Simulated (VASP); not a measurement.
# Co (Pm-3m) in VASP: further runs, part 2 of 2

VASP 6.6.1. Earlier steps stand in the parts before.

**4. Single point, PBE, collinear spin, ferromagnetic start**

The input, INCAR:

```
SYSTEM = Co
PREC     = Accurate       ! precision mode
ENCUT    = 520            ! plane-wave cutoff, eV
EDIFF    = 1E-7           ! SCF threshold, eV
ISMEAR   = -1             ! smearing method
SIGMA    = 0.05           ! smearing width, eV
LREAL    = .False.        ! projectors in reciprocal space
LASPH    = .True.         ! aspherical terms in the spheres
NELM     = 150            ! most SCF steps
ALGO     = Normal         ! electronic algorithm
ISIF     = 2              ! what is computed and relaxed
LWAVE    = .False.        ! write WAVECAR
LCHARG   = .False.        ! write CHGCAR
ISPIN    = 2              ! spin polarisation
MAGMOM   = 0.2            ! initial moments
LORBIT   = 11             ! projections on sites
LMAXMIX  = 4              ! l up to which the mixer works
GGA      = PE             ! functional
NBANDS   = 14             ! bands
```

The input, KPOINTS:

```
regular mesh
0
Gamma
  17 17 17
  0 0 0
```

The input, POSCAR:

```
Co
1.0
    2.3401639241      0.0000000000      0.0000000000
    0.0000000000      2.3401639241      0.0000000000
    0.0000000000      0.0000000000      2.3401639241
Co
1
Direct
    0.0000000000      0.0000000000      0.0000000000
```

Potentials or basis: VASP PAW PBE potentials, release 64 (Co).

Started as:

```bash
> cat potpaw_PBE.64/Co/POTCAR > POTCAR
> mpirun -np 1 vasp_std > vasp.out
```

OUTCAR:

```text
SYSTEM = Co
   PREC = Accurate
   ENCUT = 520
   EDIFF = 1E-7
   ISMEAR = -1
   LREAL = .False.
   LASPH = .True.
   NELM = 150
   ISIF = 2
   ISPIN = 2
   LORBIT = 11
   GGA = PE

 ion  position               nearest neighbor table
   1  0.000  0.000  0.000-

  LATTYP: Found a simple cubic cell.
 ALAT       =     2.3401639241

  Lattice vectors:

 A1 = (   2.3401639241,   0.0000000000,   0.0000000000)
 A2 = (   0.0000000000,   2.3401639241,   0.0000000000)
 A3 = (   0.0000000000,   0.0000000000,   2.3401639241)

Analysis of symmetry for initial positions (statically):
=====================================================================
 Subroutine PRICEL returns:
 Original cell was already a primitive cell.

 Routine SETGRP: Setting up the symmetry group for a
 simple cubic supercell.

 Subroutine GETGRP returns: Found 48 space group operations
 (whereof 48 operations were pure point group operations)
 out of a pool of 48 trial point group operations.

The static configuration has the point symmetry O_h .

Analysis of symmetry for dynamics (positions and initial velocities):
[... 602 lines left out ...]
      7      27.3711      0.00000
      8      27.3711      0.00000
      9      27.3711      0.00000
     10      31.2214      0.00000
     11      31.2214      0.00000
     12      35.3925      0.00000
     13      47.1456      0.00000
     14      48.5012      0.00000
[... 379 lines left out ...]
      3       5.9558      1.00000
      4       7.2653      1.00000
      5       8.3596      0.00039
      6       8.4537      0.00006
      7      12.5847      0.00000
      8      29.1047      0.00000
      9      31.5200      0.00000
     10      33.4054      0.00000
     11      35.1404      0.00000
     12      37.4921      0.00000
     13      39.6356      0.00000
     14      41.1999      0.00000

 [... further k-points ...]
[... 5 lines left out ...]
  --------------------------------------------------------------------------------------
  -------------------------------------------------------------------------------------
  Total       -0.9663544     -0.9663544     -0.9663544     -0.0000000      0.0000000     -0.0000000
  in kB     -120.8114682   -120.8114682   -120.8114682     -0.0000000      0.0000000     -0.0000000
  external PRESSURE =    -120.8114682 kB  Pullay stress =       0.0000000 kB

 VOLUME and BASIS-vectors are now :
 -----------------------------------------------------------------------------
  energy-cutoff  :      520.00
  volume of cell :       12.82
      direct lattice vectors                 reciprocal lattice vectors
     2.340163924  0.000000000  0.000000000     0.427320492  0.000000000  0.000000000
     0.000000000  2.340163924  0.000000000     0.000000000  0.427320492  0.000000000
     0.000000000  0.000000000  2.340163924     0.000000000  0.000000000  0.427320492

 POSITION                                       TOTAL-FORCE (eV/Angst)
 -----------------------------------------------------------------------------------
      0.00000      0.00000      0.00000         0.000000      0.000000      0.000000
 -----------------------------------------------------------------------------------
    total drift:                               -0.000000      0.000000      0.000000

  FREE ENERGIE OF THE ION-ELECTRON SYSTEM (eV)
  ---------------------------------------------------
  free  energy   TOTEN  =        -5.9788950073 eV

  energy  without entropy=       -5.9523981902  energy(sigma->0) =       -5.96564660

 total charge

# of ion       s       p       d       tot
------------------------------------------
    1        0.478   0.371   7.330   8.179

 magnetization (x)

# of ion       s       p       d       tot
------------------------------------------
    1       -0.000  -0.000   0.000   0.000
```

OSZICAR:

```text
N       E                     dE             d eps       ncg     rms          rms(c)
DAV:   1     0.290987208885E+02    0.29099E+02   -0.37720E+03  9512   0.725E+02
DAV:   2    -0.552497630570E+01   -0.34624E+02   -0.32507E+02 10344   0.142E+02
[... 11 lines left out ...]
DAV:  14    -0.597900046072E+01   -0.78416E-04   -0.31815E-05 12624   0.436E-02    0.129E-01
DAV:  15    -0.597890448188E+01    0.95979E-04   -0.24365E-04 12078   0.130E-01    0.390E-02
DAV:  16    -0.597889871355E+01    0.57683E-05   -0.27982E-06 12302   0.156E-02    0.218E-02
DAV:  17    -0.597889634764E+01    0.23659E-05   -0.82407E-07 11850   0.753E-03    0.142E-02
DAV:  18    -0.597889507316E+01    0.12745E-05   -0.10716E-06 11514   0.840E-03    0.321E-03
DAV:  19    -0.597889500727E+01    0.65885E-07   -0.94593E-08  6840   0.248E-03
   1 F= -.59788950E+01 E0= -.59656466E+01  d E =-.264968E-01  mag=    -0.0001
```

stdout:

```text
POSCAR found type information on POSCAR Co
 POSCAR found :  1 types and       1 ions
 scaLAPACK will be used
 LDA part: xc-table for (Slater+PW92), standard interpolation
 POSCAR, INCAR and KPOINTS ok, starting setup
 FFT: planning ... GRIDC
 FFT: planning ... GRID_SOFT
 FFT: planning ... GRID
 WAVECAR not read
 entering main loop
```

It took 29 s on 1 thread of Intel Xeon 6975P-C (Granite Rapids), shared host; peak memory 0.16 GiB.

Results:

- Free energy: -5.9789 eV
- Pressure: -12.1 GPa
- Net moment: 0.00 μB per cell
- Valence electrons inside the program's atomic spheres: Co 8.18

Levels at points of the mesh, in eV from the Fermi level:
Spin up:
```tsv
k point	band 2	band 3	band 4	band 5	band 6	band 7	band 8	band 9
(0.00, 0.00, 0.00)	-3.22	-3.22	0.43	0.43	0.43	19.40	19.40	19.40
```
Spin down:
```
           k point  band 2  band 3  band 4  band 5  band 6  band 7  band 8  band 9
(0.00, 0.00, 0.00)   -3.22   -3.22    0.43    0.43    0.43   19.40   19.40   19.40
```

**5. Relaxation of cell and atoms, PBE, collinear spin, ferromagnetic start**

This run uses another cell than the first one, of 11.71 Å³/atom, 0.914 times its volume.

The input, INCAR:

```
SYSTEM = Co
PREC = Accurate
ENCUT = 600
EDIFF = 1E-6
ISMEAR = -1
SIGMA = 0.05
LREAL = .False.
LASPH = .True.
NELM = 150
ALGO = Normal
ISIF = 3
LWAVE = .False.
LCHARG = .False.
ISPIN = 2
MAGMOM = 1.7
LORBIT = 11
LMAXMIX = 4
GGA = PE
IBRION = 2
NSW = 60
EDIFFG = -0.005
```

The input, KPOINTS:

```
Automatic mesh
0
Gamma
  17 17 17
  0 0 0
```

The input, POSCAR:

```
Co
1.0
    2.2709335238      0.0000000000      0.0000000000
    0.0000000000      2.2709335238      0.0000000000
    0.0000000000      0.0000000000      2.2709335238
Co
1
Direct
    0.0000000000      0.0000000000      0.0000000000
```

Potentials or basis: VASP PAW PBE potentials, release 64 (Co).

Started as:

```bash
> cat potpaw_PBE.64/Co/POTCAR > POTCAR
> mpirun -np 1 vasp_std > vasp.out
```

OUTCAR:

```text
SYSTEM = Co
   PREC = Accurate
   ENCUT = 600
   EDIFF = 1E-6
   ISMEAR = -1
   LREAL = .False.
   LASPH = .True.
   NELM = 150
   ISIF = 3
   ISPIN = 2
   LORBIT = 11
   GGA = PE
   IBRION = 2
   NSW = 60
   EDIFFG = -0.005

 ion  position               nearest neighbor table
   1  0.000  0.000  0.000-

  LATTYP: Found a simple cubic cell.
 ALAT       =     2.2709335238

  Lattice vectors:

 A1 = (   2.2709335238,   0.0000000000,   0.0000000000)
 A2 = (   0.0000000000,   2.2709335238,   0.0000000000)
 A3 = (   0.0000000000,   0.0000000000,   2.2709335238)

Analysis of symmetry for initial positions (statically):
=====================================================================
 Subroutine PRICEL returns:
 Original cell was already a primitive cell.

 Routine SETGRP: Setting up the symmetry group for a
 simple cubic supercell.

 Subroutine GETGRP returns: Found 48 space group operations
 (whereof 48 operations were pure point group operations)
 out of a pool of 48 trial point group operations.

The static configuration has the point symmetry O_h .

Analysis of symmetry for dynamics (positions and initial velocities):
=====================================================================
 Subroutine PRICEL returns:
 Original cell was already a primitive cell.

 Routine SETGRP: Setting up the symmetry group for a
 simple cubic supercell.

 Subroutine GETGRP returns: Found 48 space group operations
 (whereof 48 operations were pure point group operations)
 out of a pool of 48 trial point group operations.

The dynamic configuration has the point symmetry O_h .

Analysis of structural, dynamic, and magnetic symmetry:
=====================================================================
 Subroutine PRICEL returns:
 Original cell was already a primitive cell.

 Routine SETGRP: Setting up the symmetry group for a
 simple cubic supercell.

 Subroutine GETGRP returns: Found 48 space group operations
 (whereof 48 operations were pure point group operations)
 out of a pool of 48 trial point group operations.

The overall configuration has the point symmetry O_h .

 Subroutine INISYM returns: Found 48 space group operations
 (whereof 48 operations are pure point group operations),
 and found     1 'primitive' translations

----------------------------------------------------------------------------------------

                                     Primitive cell

  volume of cell :      11.7115

  direct lattice vectors                    reciprocal lattice vectors
     2.270933524  0.000000000  0.000000000     0.440347544  0.000000000  0.000000000
     0.000000000  2.270933524  0.000000000     0.000000000  0.440347544  0.000000000
     0.000000000  0.000000000  2.270933524     0.000000000  0.000000000  0.440347544

  length of vectors
     2.270933524  2.270933524  2.270933524     0.440347544  0.440347544  0.440347544

  position of ions in fractional coordinates (direct lattice)
     0.000000000  0.000000000  0.000000000

  ion indices of the primitive-cell ions
   primitive index   ion index
                 1           1

----------------------------------------------------------------------------------------

 KPOINTS: Automatic mesh

Automatic generation of k-mesh.
 Grid dimensions read from file:
 generate k-points for:   17   17   17

 Generating k-lattice:

[... 51 lines left out ...]
 SYSTEM =  Co
   PREC   = accura    normal or accurate (medium, high low for compatibility)
   ISTART =      0    job   : 0-new  1-cont  2-samecut
   ICHARG =      2    charge: 1-file 2-atom 10-const
   ISPIN  =      2    spin polarized calculation?
   LNONCOLLINEAR =      F non collinear calculations
   LSORBIT =      F    spin-orbit coupling
   LASPH  =      T    aspherical Exc in radial PAW
   ENCUT  =  600.0 eV  44.10 Ry    6.64 a.u.   4.54  4.54  4.54*2*pi/ulx,y,z
   NELM   =    150;   NELMIN=  2; NELMDL= -5     # of ELM steps
   EDIFF  = 0.1E-05   stopping-criterion for ELM
   LREAL  =      F    real-space projection
   EDIFFG = -.5E-02   stopping-criterion for IOM
   NSW    =     60    number of steps for IOM
   IBRION =      2    ionic relax: 0-MD 1-quasi-New 2-CG
   NFREE  =      1    steps in history (QN), initial steepest desc. (CG)
   ISIF   =      3    stress and relaxation
   ISYM   =      2    0-nonsym 1-usesym 2-fastsym
   POTIM  = 0.5000    time-step for ionic-motion
   TEBEG  =    0.0;   TEEND  =   0.0 temperature during run
   PSTRESS=    0.0 pullay stress
   NELECT =       9.0000    total number of electrons
   NUPDOWN=      -1.0000    fix difference up-down
   EMIN   =  10.00;   EMAX   =-10.00  energy-range for DOS
   EFERMI =   0.00;   METHOD = LEGACY
   ISMEAR =    -1;   SIGMA  =   0.05  broadening in eV -4-tet -1-fermi 0-gaus
   EFERMI_NEDOS =   21; number of points for ismear=-14 and -15
   IALGO  =     38    algorithm
   IMIX   =      4    mixing-type and parameters
     AMIX     =   0.40;   BMIX     =  1.00
     AMIX_MAG =   1.60;   BMIX_MAG =  1.00
  volume/ion in A,a.u.               =      11.71        79.03
  Fermi-wavevector in a.u.,A,eV,Ry     =   1.499516  2.833675 30.593376  2.248550
  Thomas-Fermi vector in A             =   2.611136
   LORBIT       =     11    0 simple, 1 ext, 2 COOP (PROOUT), +10 PAW based schemes
   GGA     = PE    functional components
   LHFCALC =     F    Hartree Fock is set to
   AEXX    =    0.0000 exact exchange contribution
   IVDW    =     0    specifies the selected vdW correction
   LEPSILON=     F    determine dielectric tensor
   LRPA    =     F    only Hartree local field effects (RPA)
 conjugate gradient relaxation of ions
 spin polarized calculation
  energy-cutoff  :      600.00
  volume of cell :       11.71
 maximum number of plane-waves:       405
   NGX =  9   NGY =  9   NGZ =  9

--------------------------------------- Ionic step        1  -------------------------------------------

 number of electron       8.9999996 magnetization       1.7144229

 Free energy of the ion-electron system (eV)
  ---------------------------------------------------
  ext. energy  EPLUGINS =         0.00000000
  ---------------------------------------------------
  free energy    TOTEN  =        -6.23462668 eV

  energy without entropy =       -6.22048860  energy(sigma->0) =       -6.22755764

------------------------ aborting loop because EDIFF is reached ----------------------------------------

  FORCE on cell =-STRESS in cart. coord.  units (eV):
  Direction    XX          YY          ZZ          XY          YZ          ZX
  --------------------------------------------------------------------------------------
  -------------------------------------------------------------------------------------
  Total        0.9753560      0.9753560      0.9753560      0.0000000      0.0000000      0.0000000
  in kB      133.4321425    133.4321425    133.4321425      0.0000000      0.0000000      0.0000000
  external PRESSURE =     133.4321425 kB  Pullay stress =       0.0000000 kB
[... 162 lines left out ...]
--------------------------------------- Ionic step        6  -------------------------------------------

 number of electron       9.0000005 magnetization       1.8657508

 Free energy of the ion-electron system (eV)
  ---------------------------------------------------
  ext. energy  EPLUGINS =         0.00000000
  ---------------------------------------------------
  free energy    TOTEN  =        -6.27456996 eV

  energy without entropy =       -6.26093931  energy(sigma->0) =       -6.26775464

 E-fermi :   8.4468     XC(G=0): -12.3914

 val. band max:        8.4467033358   @ k =   0.4118   0.0588   0.0000
 cond. band min:       8.4498614932   @ k =   0.2353   0.2353   0.1176
 fundamental gap:      0.0031581574
 Fermi energy:         8.4468483977

 spin component 1

 k-point     1 :       0.0000    0.0000    0.0000
  band No.  band energies     occupation
      1       0.1819      1.00000
      2       4.0968      1.00000
      3       4.0968      1.00000
      4       7.2874      1.00000
      5       7.2874      1.00000
      6       7.2874      1.00000
      7      27.3267      0.00000
      8      27.3267      0.00000
      9      27.3267      0.00000
[... 265 lines left out ...]
 k-point    24 :       0.4706    0.1176    0.0000
  band No.  band energies     occupation
      1       4.2318      1.00000
      2       4.7729      1.00000
      3       5.2978      1.00000
      4       6.2208      1.00000
      5       7.2483      1.00000
      6       8.0837      0.99930
      7      12.1392      0.00000
      8      29.1489      0.00000
      9      31.4212      0.00000

 [... further k-points ...]

 spin component 2

 k-point     1 :       0.0000    0.0000    0.0000
  band No.  band energies     occupation
      1       0.3364      1.00000
      2       5.4230      1.00000
      3       5.4230      1.00000
      4       9.6228      0.00000
      5       9.6228      0.00000
      6       9.6228      0.00000
      7      27.7147      0.00000
      8      27.7147      0.00000
      9      27.7147      0.00000
[... 304 lines left out ...]
  FREE ENERGIE OF THE ION-ELECTRON SYSTEM (eV)
  ---------------------------------------------------
  free  energy   TOTEN  =        -6.2745699606 eV

  energy  without entropy=       -6.2609393122  energy(sigma->0) =       -6.26775464

 reached required accuracy - stopping structural energy minimisation

 total charge

# of ion       s       p       d       tot
------------------------------------------
    1        0.494   0.409   7.269   8.172

 magnetization (x)

# of ion       s       p       d       tot
------------------------------------------
    1        0.006  -0.005   1.871   1.872
```

CONTCAR:

```text
Co
   1.00000000000000
     2.3358311560806282   -0.0000000000000000    0.0000000000000000
     0.0000000000000000    2.3358311560806282   -0.0000000000000000
     0.0000000000000000    0.0000000000000000    2.3358311560806282
  Co
     1
Direct
     0.0000000000000000    1.0000000000000000    0.0000000000000000

  0.00000000E+00  0.00000000E+00  0.00000000E+00
```

Run time: 53 s. Hardware: 1 thread of Intel Xeon 6975P-C (Granite Rapids), shared host; peak memory 0.16 GiB.

Results:

| Property | Result |
| --- | --- |
| Free energy | -6.2746 eV |
| Relaxed volume | 12.74 Å³/atom |
| Relaxed cell | a = 2.336 Å, b = 2.336 Å, c = 2.336 Å, α = 90.00°, β = 90.00°, γ = 90.00° |
| Space group after relaxing (to 0.05 Å) | Pm-3m (No. 221) |
| Energy gained by relaxing | 39.9 meV/atom |
| Ionic steps | 6 |
| Pressure after relaxing | 0.0 GPa |
| Net moment | 1.87 μB per cell |
| Site moments | Co +1.87 μB |
| Valence electrons inside the program's atomic spheres | Co 8.17 |

The path:
| step | energy change (eV) | largest force (eV/Å) | pressure (GPa) | volume (Å³) |
| --- | --- | --- | --- | --- |
| 1 | 0.0000 | 0.0000 | 13.34 | 11.71 |
| 2 | -0.0243 | 0.0000 | -6.89 | 13.44 |
| 3 | -0.0399 | 0.0000 | 0.24 | 12.74 |
| 4 | -0.0399 | 0.0000 | -0.19 | 12.76 |
| 5 | -0.0399 | 0.0000 | 0.13 | 12.73 |
| 6 | -0.0399 | 0.0000 | -0.01 | 12.74 |

Final structure:
```cif
data_structure
_symmetry_space_group_name_H-M 'P 1'
_symmetry_Int_Tables_number 1
_cell_length_a 2.3358
_cell_length_b 2.3358
_cell_length_c 2.3358
_cell_angle_alpha 90.000
_cell_angle_beta 90.000
_cell_angle_gamma 90.000
_cell_volume 12.74
loop_
_atom_site_label
_atom_site_type_symbol
_atom_site_fract_x
_atom_site_fract_y
_atom_site_fract_z
_atom_site_occupancy
Co1 Co 0.00000 0.00000 0.00000 1
```

Levels at points of the mesh, in eV from the Fermi level:
Spin up:
```
           k point  band 2  band 3  band 4  band 5  band 6  band 7  band 8  band 9
(0.00, 0.00, 0.00)   -4.35   -4.35   -1.16   -1.16   -1.16   18.88   18.88   18.88
```
Spin down:
```csv
k point,band 1,band 2,band 3,band 4,band 5,band 6
"(0.00, 0.00, 0.00)",-8.11,-3.02,-3.02,1.18,1.18,1.18
```
